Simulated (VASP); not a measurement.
A run of VASP 6.6.1:

File INCAR:

```
SYSTEM = KBe2Br
PREC = Accurate
ENCUT = 520
EDIFF = 1E-6
ISMEAR = 0
SIGMA = 0.1
LREAL = .FALSE.
LASPH = .TRUE.
NELM = 100
ALGO = Normal
ISIF = 2
LWAVE = .FALSE.
LCHARG = .FALSE.
GGA = PE
NBANDS = 18
```

KPOINTS

```
Automatic mesh
0
G
  12 12 10
  0 0 0
```

Contents of POSCAR:

```
KBe2Br
1.0
    2.1866253257     -6.6446768194      0.0000000000
    2.1866253257      6.6446768194      0.0000000000
    0.0000000000      0.0000000000      4.5888265767
K Be Br
1 2 1
Direct
    0.0000000000      0.0000000000      0.0000000000
    0.0000000000      0.5000000000      0.0000000000
    0.5000000000      0.0000000000      0.0000000000
    0.5000000000      0.5000000000      0.5000000000
```

Potentials or basis: VASP PAW PBE potentials, release 64 (K_sv, Be, Br).

Command:

```console
$ cat potpaw_PBE.64/K_sv/POTCAR potpaw_PBE.64/Be/POTCAR potpaw_PBE.64/Br/POTCAR > POTCAR
$ mpirun -np 1 vasp_std > vasp.out
```

Hardware: 1 thread of Intel(R) Xeon(R) Platinum 8259CL CPU @ 2.50GHz (Skylake/Cascade Lake) (shared host).

**Question.** How long does it take, and how much memory?

**Answer.** Run time: 13 min on 1 thread of Intel(R) Xeon(R) Platinum 8259CL CPU @ 2.50GHz (Skylake/Cascade Lake) (shared host), peak memory 0.81 GiB. Counts: scf iterations 15, k points 258.
